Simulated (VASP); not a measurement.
# Na3Li5S4 (P1) in VASP: settings compared

The runs below take Na3Li5S4 through single point, with r2SCAN, PBEsol.

Program: VASP 6.6.1. These are calculated values, not measurements. Logs are shortened: lines on timing, memory, paths and dates and some standing lists are left out, and cuts for length are marked.

### Step 1. The cell of the first run

The typed cell holds 96 atoms: a = 12.000 Å, b = 12.000 Å, c = 12.000 Å, α = 90.00°, β = 90.00°, γ = 90.00°.

### Step 2. Single point, r2SCAN

The input, POSCAR:

```
Na3Li5S4
1.0
   11.9995590000      0.0000000000      0.0000000000
    0.0000000000     11.9995590000      0.0000000000
    0.0000000000      0.0000000000     11.9995590000
Li Na S
40 24 32
Direct
    0.3824910000      0.1329760000      0.1165200000
    0.3787270000      0.6149330000      0.1151270000
    0.8672360000      0.1299740000      0.1137990000
    0.8822430000      0.1266400000      0.6361320000
    0.8706550000      0.6206800000      0.1197100000
    0.8736390000      0.6196650000      0.6310160000
    0.1213520000      0.3798550000      0.1136000000
    0.1166830000      0.3769840000      0.6337120000
    0.1163170000      0.8735230000      0.6316240000
    0.6277080000      0.3777260000      0.1201230000
    0.6321720000      0.8729510000      0.1157150000
    0.1192410000      0.1314990000      0.8707140000
    0.1198180000      0.6159110000      0.8763050000
    0.6309960000      0.1297740000      0.8833320000
    0.6324740000      0.6187690000      0.3699700000
    0.6314150000      0.6218710000      0.8803740000
    0.1194620000      0.1291450000      0.6350770000
    0.1202550000      0.6156380000      0.1144850000
    0.1139810000      0.6220910000      0.6331690000
    0.6290470000      0.1305050000      0.1147420000
    0.6295330000      0.6205040000      0.1198030000
    0.6362670000      0.6209230000      0.6316820000
    0.3754710000      0.3770850000      0.8822840000
    0.8710450000      0.3793590000      0.3730750000
    0.8752230000      0.3776920000      0.8772030000
    0.8704960000      0.8737340000      0.8772210000
    0.3777180000      0.3769360000      0.1138030000
    0.8709880000      0.3792320000      0.1192570000
    0.8784680000      0.3774730000      0.6313130000
    0.8681060000      0.8728960000      0.1149880000
    0.8801420000      0.8708740000      0.6369810000
    0.3767310000      0.1340150000      0.8827180000
    0.3768500000      0.6164630000      0.8811890000
    0.8735980000      0.1294500000      0.8769940000
    0.8686410000      0.6160400000      0.3759470000
    0.8754320000      0.6248070000      0.8767770000
    0.1223320000      0.3757170000      0.8760050000
    0.6346910000      0.3838230000      0.3707000000
    0.6287200000      0.3782420000      0.8849380000
    0.6337710000      0.8748310000      0.8812690000
    0.3751730000      0.1305460000      0.6349760000
    0.3766670000      0.6224130000      0.6325120000
    0.1186480000      0.8693530000      0.1183530000
    0.6321070000      0.3785230000      0.6352540000
    0.6346890000      0.8686710000      0.6322020000
    0.1181020000      0.1290680000      0.3764830000
    0.1161950000      0.6203460000      0.3716290000
    0.6307360000      0.1324490000      0.3658750000
    0.1193870000      0.1318010000      0.1150640000
    0.6344820000      0.1294140000      0.6339890000
    0.3772560000      0.3779660000      0.3682060000
    0.3761450000      0.8707570000      0.3735580000
    0.3764420000      0.8747330000      0.8782090000
    0.8722860000      0.8691410000      0.3753360000
    0.3765400000      0.3793150000      0.6347180000
    0.3816870000      0.8701050000      0.1183980000
    0.3731470000      0.8754810000      0.6344270000
    0.3762110000      0.1326160000      0.3727180000
    0.3743550000      0.6239670000      0.3683020000
    0.8756090000      0.1249710000      0.3708770000
    0.1169140000      0.3797740000      0.3710230000
    0.1179680000      0.8748250000      0.3746060000
    0.1166910000      0.8695950000      0.8757740000
    0.6307870000      0.8679960000      0.3688860000
    0.9813550000      0.0046340000      0.9938970000
    0.9956550000      0.9993280000      0.5231370000
    0.9956480000      0.4985320000      0.9970940000
    0.9882200000      0.4989450000      0.5126190000
    0.5122450000      0.0105600000      0.9975910000
    0.5054940000      0.0012360000      0.5017820000
    0.5043930000      0.4990050000      0.9984330000
    0.5170260000      0.5045510000      0.4948380000
    0.2541530000      0.2577160000      0.9924450000
    0.2376130000      0.2565710000      0.5124760000
    0.2488640000      0.7262380000      0.9970870000
    0.2358500000      0.7472130000      0.5129800000
    0.7516500000      0.2560670000      0.9976300000
    0.7630860000      0.2621320000      0.5011540000
    0.7513990000      0.7473500000      0.9981990000
    0.7559300000      0.7297640000      0.5051000000
    0.2529390000      0.0054780000      0.2404180000
    0.2373640000      0.0113510000      0.7577260000
    0.2482050000      0.4980370000      0.2250870000
    0.2372500000      0.4989780000      0.7621960000
    0.7513480000      0.9995480000      0.2256040000
    0.7623130000      0.0003850000      0.7634320000
    0.7508880000      0.4988500000      0.2457840000
    0.7579780000      0.5045750000      0.7635510000
    0.9859400000      0.2634710000      0.2349230000
    0.9970990000      0.2533750000      0.7551950000
    0.9849560000      0.7367020000      0.2361100000
    0.9908950000      0.7412160000      0.7486090000
    0.5063560000      0.2581120000      0.2286600000
    0.5041270000      0.2538850000      0.7764970000
    0.5135570000      0.7356990000      0.2349070000
    0.5134610000      0.7375210000      0.7658830000
```

The input, INCAR.step1:

```
  PREC = Accurate
  ENCUT = 830
  ISMEAR = -1
  SIGMA = 0.05
  LREAL = Auto
  LASPH = T
  NELM = 120
  NBANDS = 294
  ISYM = 0
  GGA = PE
  ALGO = Normal
  EDIFF = 1E-5
  LWAVE = T
  LCHARG = F
  GGA_COMPAT = F
  NCORE = 4
```

The input, INCAR.step2:

```
  PREC = Accurate
  ENCUT = 830
  EDIFF = 1E-6
  ISMEAR = -1
  SIGMA = 0.05
  LREAL = Auto
  LASPH = T
  NELM = 120
  ALGO = Normal
  ISIF = 2
  LWAVE = F
  LCHARG = T
  METAGGA = R2SCAN
  LMIXTAU = T
  LELF = T
  LVHAR = T
  NBANDS = 294
  ISYM = 0
  ISTART = 1
  GGA_COMPAT = F
  NCORE = 4
```

The input, KPOINTS:

```
Automatic mesh
0
Gamma
  1 1 1
  0.25 0.25 0.25
```

Potentials or basis: VASP PAW PBE potentials, release 64 (Li_sv, Na_pv, S).

Launch:

```console
> cat potpaw_PBE.64/Li_sv/POTCAR potpaw_PBE.64/Na_pv/POTCAR potpaw_PBE.64/S/POTCAR > POTCAR
> cp INCAR.step1 INCAR
> mpirun -np 4 vasp_std > vasp.out
> cp INCAR.step2 INCAR
> mpirun -np 4 vasp_std > vasp.out
```

OUTCAR:

```text
PREC = Accurate
   ENCUT = 830
   EDIFF = 1E-6
   ISMEAR = -1
   LREAL = Auto
   LASPH = T
   NELM = 120
   ISIF = 2
   METAGGA = R2SCAN
   ISYM = 0
   ISTART = 1

 ion  position               nearest neighbor table
   1  0.382  0.133  0.117-  93 2.50  69 2.57  73 2.61  81 2.64
   2  0.379  0.615  0.115-  83 2.48  71 2.48  75 2.49  95 2.60
   3  0.867  0.130  0.114-  77 2.48  85 2.49  65 2.49  89 2.59
   4  0.882  0.127  0.636-  66 2.45  90 2.50  86 2.59
   5  0.871  0.621  0.120-  91 2.40  79 2.55  87 2.55  67 2.56
   6  0.874  0.620  0.631-  68 2.45  80 2.45  92 2.47  88 2.52
   7  0.121  0.380  0.114-  83 2.47  67 2.50  89 2.59  73 2.61
   8  0.117  0.377  0.634-  74 2.51  90 2.53  84 2.57  68 2.57
   9  0.116  0.874  0.632-  66 2.46  76 2.53  92 2.60  82 2.67
  10  0.628  0.378  0.120-  93 2.42  71 2.54  77 2.55  87 2.56
[... 26 lines left out ...]
  37  0.122  0.376  0.876-  84 2.44  73 2.54  90 2.55  67 2.57
  38  0.635  0.384  0.371-  87 2.47  72 2.51  78 2.64
  39  0.629  0.378  0.885-  77 2.48  94 2.48  71 2.49  88 2.61
  40  0.634  0.875  0.881-  79 2.51  86 2.58  96 2.59  69 2.59
  41  0.375  0.131  0.635-  82 2.64  74 2.68  70 2.72  94 2.73
  42  0.377  0.622  0.633-  76 2.67  96 2.68  84 2.72  72 2.75
  43  0.119  0.869  0.118-  91 2.67  81 2.72  75 2.74  65 2.75
  44  0.632  0.379  0.635-  88 2.63  78 2.65  72 2.65  94 2.73
  45  0.635  0.869  0.632-  96 2.68  80 2.69  86 2.71  70 2.72
  46  0.118  0.129  0.376-  74 2.66  81 2.74  66 2.77
  47  0.116  0.620  0.372-  91 2.66  76 2.69  68 2.71  83 2.78
  48  0.631  0.132  0.366-  93 2.69  70 2.72  85 2.73  78 2.75
  49  0.119  0.132  0.115-  73 2.66  81 2.67  89 2.67  65 2.68
  50  0.634  0.129  0.634-  86 2.68  70 2.70  78 2.73  94 2.76
  51  0.377  0.378  0.368-  93 2.70  83 2.72  72 2.73
  52  0.376  0.871  0.374-  70 2.69  81 2.71
  53  0.376  0.875  0.878-  96 2.69  69 2.71  75 2.75  82 2.75
  54  0.872  0.869  0.375-  91 2.67  80 2.68  66 2.79  85 2.79
  55  0.377  0.379  0.635-  74 2.66  84 2.68  94 2.74
  56  0.382  0.870  0.118-  95 2.66  81 2.68  69 2.72  75 2.76
  57  0.373  0.875  0.634-  76 2.68  70 2.71  82 2.74
  58  0.376  0.133  0.373-  81 2.65  70 2.70  93 2.77  74 2.79
  59  0.374  0.624  0.368-  95 2.67  72 2.70  83 2.74
  60  0.876  0.125  0.371-  78 2.64  89 2.68  85 2.74  66 2.77
  61  0.117  0.380  0.371-  89 2.66  74 2.68  68 2.70  83 2.75
  62  0.118  0.875  0.375-  76 2.67  66 2.75  81 2.77
  63  0.117  0.870  0.876-  92 2.64  82 2.65  65 2.70  75 2.76
  64  0.631  0.868  0.369-  95 2.66  70 2.71  85 2.75  80 2.77
  65  0.981  0.005  0.994-  34 2.43  26 2.49   3 2.49  30 2.54  49 2.68  12 2.69  63 2.70  43 2.75
[... 16 lines left out ...]
  74  0.238  0.257  0.512-   8 2.51  17 2.55  46 2.66  55 2.66  61 2.68  41 2.68  58 2.79
  75  0.249  0.726  0.997-  33 2.46  18 2.48   2 2.49  13 2.50  43 2.74  53 2.75  63 2.76  56 2.76

  76  0.236  0.747  0.513-   9 2.53  19 2.54  62 2.67  42 2.67  57 2.68  47 2.69
  77  0.752  0.256  0.998-  39 2.48   3 2.48  14 2.50  28 2.52  20 2.53  25 2.53  10 2.55  34 2.56

  78  0.763  0.262  0.501-  24 2.45  29 2.50  38 2.64  60 2.64  44 2.65  50 2.73  48 2.75
  79  0.751  0.747  0.998-  30 2.49  40 2.51  11 2.51  16 2.52  26 2.54   5 2.55  36 2.55  21 2.57

  80  0.756  0.730  0.505-   6 2.45  22 2.46  35 2.47  15 2.57  54 2.68  45 2.69  64 2.77
  81  0.253  0.005  0.240-   1 2.64  58 2.65  49 2.67  56 2.68  52 2.71  43 2.72  46 2.74  62 2.77
[... 24 lines left out ...]
  95  0.514  0.736  0.235-  21 2.40  15 2.58   2 2.60  11 2.60  56 2.66  64 2.66  59 2.67
  96  0.513  0.738  0.766-  16 2.41  33 2.59  40 2.59  22 2.59  42 2.68  45 2.68  53 2.69

IMPORTANT INFORMATION: All symmetrisations will be switched off!
[... 253 lines left out ...]
 SYSTEM =  unknown system
   PREC   = accura    normal or accurate (medium, high low for compatibility)
   ISTART =      1    job   : 0-new  1-cont  2-samecut
   ICHARG =      0    charge: 1-file 2-atom 10-const
   ISPIN  =      1    spin polarized calculation?
   LNONCOLLINEAR =      F non collinear calculations
   LSORBIT =      F    spin-orbit coupling
   LASPH  =      T    aspherical Exc in radial PAW
   ENCUT  =  830.0 eV  61.00 Ry    7.81 a.u.  28.19 28.19 28.19*2*pi/ulx,y,z
   NELM   =    120;   NELMIN=  2; NELMDL=  0     # of ELM steps
   EDIFF  = 0.1E-05   stopping-criterion for ELM
   LREAL  =      T    real-space projection
   EDIFFG = 0.1E-04   stopping-criterion for IOM
   NSW    =      0    number of steps for IOM
   IBRION =     -1    ionic relax: 0-MD 1-quasi-New 2-CG
   NFREE  =      0    steps in history (QN), initial steepest desc. (CG)
   ISIF   =      2    stress and relaxation
   ISYM   =      0    0-nonsym 1-usesym 2-fastsym
   POTIM  = 0.5000    time-step for ionic-motion
   TEBEG  =    0.0;   TEEND  =   0.0 temperature during run
   PSTRESS=    0.0 pullay stress
   NELECT =     480.0000    total number of electrons
   NUPDOWN=      -1.0000    fix difference up-down
   EMIN   =  10.00;   EMAX   =-10.00  energy-range for DOS
   EFERMI =   0.00;   METHOD = LEGACY
   ISMEAR =    -1;   SIGMA  =   0.05  broadening in eV -4-tet -1-fermi 0-gaus
   EFERMI_NEDOS =   21; number of points for ismear=-14 and -15
   IALGO  =     38    algorithm
   IMIX   =      4    mixing-type and parameters
     AMIX     =   0.40;   BMIX     =  1.00
     AMIX_MAG =   1.60;   BMIX_MAG =  1.00
  volume/ion in A,a.u.               =      18.00       121.46
  Fermi-wavevector in a.u.,A,eV,Ry     =   1.068210  2.018624 15.525234  1.141073
  Thomas-Fermi vector in A             =   2.203851
   LORBIT       =      0    0 simple, 1 ext, 2 COOP (PROOUT), +10 PAW based schemes
   METAGGA = R2SCAN    functional components
   LHFCALC =     F    Hartree Fock is set to
   AEXX    =    0.0000 exact exchange contribution
   IVDW    =     0    specifies the selected vdW correction
   LEPSILON=     F    determine dielectric tensor
   LRPA    =     F    only Hartree local field effects (RPA)
 non-spin polarized calculation
  energy-cutoff  :      830.00
  volume of cell :     1727.81
 maximum number of plane-waves:     93795
 NGX is ok and might be reduce to   120
   NGX = 57   NGY = 57   NGZ = 57

 number of electron     480.0000006 magnetization

 Free energy of the ion-electron system (eV)
  ---------------------------------------------------
  ext. energy  EPLUGINS =         0.00000000
  ---------------------------------------------------
  free energy    TOTEN  =      -571.24709838 eV

  energy without entropy =     -571.24709838  energy(sigma->0) =     -571.24709838

 E-fermi :   1.9398     XC(G=0):  -8.7131

 val. band max:        0.6987951110   @ k =   0.2500  -0.2500   0.2500
 cond. band min:       4.9754503206   @ k =  -0.2500   0.2500   0.2500
 fundamental gap:      4.2766552096
 Fermi energy:         1.9398331708

 k-point     1 :       0.2500    0.2500    0.2500
  band No.  band energies     occupation
      1     -45.2448      2.00000
      2     -45.2286      2.00000
      3     -45.1741      2.00000
      4     -45.1273      2.00000
      5     -45.1246      2.00000
      6     -45.1116      2.00000
[... 1009 lines left out ...]
    251       5.9637      0.00000
    252       5.9970      0.00000
 [bands above 252 left out]

------------------------ aborting loop because EDIFF is reached ----------------------------------------

  FORCE on cell =-STRESS in cart. coord.  units (eV):
  Direction    XX          YY          ZZ          XY          YZ          ZX
  --------------------------------------------------------------------------------------
  -------------------------------------------------------------------------------------
  Total        3.1756673      3.0798444      3.9202559      0.2977995      0.0949832      0.6574974
  in kB        2.9447588      2.8559033      3.6352070      0.2761459      0.0880768      0.6096896
  external PRESSURE =       3.1452897 kB  Pullay stress =       0.0000000 kB

 VOLUME and BASIS-vectors are now :
 -----------------------------------------------------------------------------
  energy-cutoff  :      830.00
  volume of cell :     1727.81
      direct lattice vectors                 reciprocal lattice vectors
    11.999559000  0.000000000  0.000000000     0.083336396  0.000000000  0.000000000
     0.000000000 11.999559000  0.000000000     0.000000000  0.083336396  0.000000000
     0.000000000  0.000000000 11.999559000     0.000000000  0.000000000  0.083336396

 POSITION                                       TOTAL-FORCE (eV/Angst)
 -----------------------------------------------------------------------------------
      4.58972      1.59565      1.39819         0.016327      0.012910     -0.000178
      4.54456      7.37892      1.38147        -0.012931     -0.004107     -0.003099
     10.40645      1.55963      1.36554         0.019687      0.023594      0.007967
     10.58653      1.51962      7.63330        -0.015404      0.014466      0.013987
     10.44748      7.44789      1.43647         0.003133     -0.002521     -0.005315
     10.48328      7.43571      7.57191        -0.032694     -0.028917      0.021242
[... 88 lines left out ...]
      6.16246      8.82806      2.81878        -0.037638      0.049747      0.056456
      6.16131      8.84993      9.19026        -0.046450      0.047275     -0.037267
 -----------------------------------------------------------------------------------
    total drift:                               -0.101243      0.138726      0.154555

  FREE ENERGIE OF THE ION-ELECTRON SYSTEM (eV)
  ---------------------------------------------------
  free  energy   TOTEN  =      -571.2470983840 eV

  energy  without entropy=     -571.2470983839  energy(sigma->0) =     -571.24709838
```

Run time: 1.9 h. Hardware: 4 MPI ranks of Intel Xeon 6975P-C (Granite Rapids), shared host; peak memory 1.4 GiB.

What came out:

* Free energy: -571.2471 eV
* Pressure: 0.3 GPa
* Largest force: 0.106 eV/Å
* Band gap on the k mesh: 4.28 eV

Forces in eV/Å, atoms in the order of the input:
```
Li   0.016  0.013  0.000
Li  -0.013 -0.004 -0.003
Li   0.020  0.024  0.008
Li  -0.015  0.014  0.014
Li   0.003 -0.003 -0.005
Li  -0.033 -0.029  0.021
Li  -0.011 -0.005 -0.009
Li   0.001  0.007  0.012
Li  -0.013 -0.009  0.004
Li  -0.017 -0.016 -0.024
Li  -0.012 -0.005 -0.031
Li   0.002  0.009  0.032
Li  -0.006 -0.006  0.019
Li   0.007  0.010 -0.007
Li  -0.013 -0.002 -0.024
Li   0.006  0.033  0.021
Li  -0.003 -0.001  0.009
Li  -0.026 -0.017 -0.020
Li   0.004  0.002 -0.010
Li  -0.003 -0.009 -0.006
Li  -0.002 -0.003 -0.017
Li  -0.010 -0.010 -0.020
Li   0.015  0.013 -0.007
Li   0.012  0.015  0.006
Li   0.025  0.010  0.003
Li   0.000 -0.001  0.016
Li  -0.022  0.027  0.007
Li  -0.011  0.005  0.002
Li  -0.036 -0.020 -0.011
Li   0.033  0.007 -0.038
Li  -0.032 -0.002  0.020
Li  -0.009 -0.018  0.008
Li   0.016 -0.036 -0.010
Li  -0.009  0.041  0.007
Li   0.002 -0.026  0.029
Li   0.012  0.003 -0.002
Li   0.007  0.011  0.017
Li  -0.003  0.006  0.007
Li   0.005 -0.009 -0.002
Li   0.002 -0.004 -0.007
Na   0.014 -0.001  0.005
Na  -0.004 -0.022  0.013
Na  -0.005  0.015 -0.026
Na   0.010  0.007  0.008
Na  -0.003  0.001  0.014
Na  -0.013  0.001 -0.004
Na  -0.002 -0.016 -0.001
Na   0.016  0.003  0.005
Na   0.012  0.009  0.003
Na   0.013  0.004  0.003
Na  -0.001  0.014 -0.013
Na   0.003 -0.010 -0.014
Na   0.006  0.002  0.007
Na   0.002  0.014 -0.004
Na   0.010  0.003 -0.008
Na   0.010  0.005 -0.025
Na   0.008 -0.016  0.002
Na  -0.010  0.022 -0.004
Na   0.003  0.001 -0.006
Na   0.010 -0.014 -0.008
Na  -0.001  0.013 -0.010
Na   0.005 -0.001 -0.008
Na  -0.003 -0.010  0.009
Na   0.006 -0.017 -0.005
S    0.074 -0.015  0.014
S    0.011 -0.007 -0.086
S    0.001  0.001  0.013
S    0.056  0.003 -0.049
S   -0.058 -0.051  0.013
S   -0.005  0.007  0.007
S   -0.004  0.000  0.013
S   -0.075 -0.019  0.019
S   -0.022 -0.026  0.019
S    0.036 -0.036 -0.043
S    0.002  0.090 -0.001
S    0.035  0.019 -0.044
S   -0.009 -0.006  0.007
S   -0.036 -0.043 -0.011
S    0.002  0.009  0.001
S   -0.010  0.076 -0.013
S   -0.027 -0.017  0.028
S    0.040 -0.058 -0.002
S    0.002 -0.015  0.098
S    0.051  0.017 -0.049
S   -0.018  0.006  0.096
S   -0.043 -0.017 -0.060
S   -0.010 -0.003  0.011
S   -0.018 -0.018 -0.035
S    0.041 -0.040  0.054
S    0.023 -0.018  0.000
S    0.052  0.035  0.037
S    0.042  0.035  0.031
S   -0.012 -0.015  0.079
S   -0.008 -0.008 -0.105
S   -0.038  0.050  0.056
S   -0.046  0.047 -0.037
```

Levels at points of the mesh, in eV from the valence-band top:
| k point | band 238 | band 239 | band 240 | band 241 | band 242 | band 243 |
| --- | --- | --- | --- | --- | --- | --- |
| (0.25, 0.25, 0.25) | -0.08 | -0.02 | -0.01 | 4.28 | 4.35 | 4.36 |

Caveat: the PAW data sets were made with another functional, which shifts forces and pressure a little; a shifted mesh leaves out Γ, where band edges can lie.

(Part 1 of 2 ends here.)
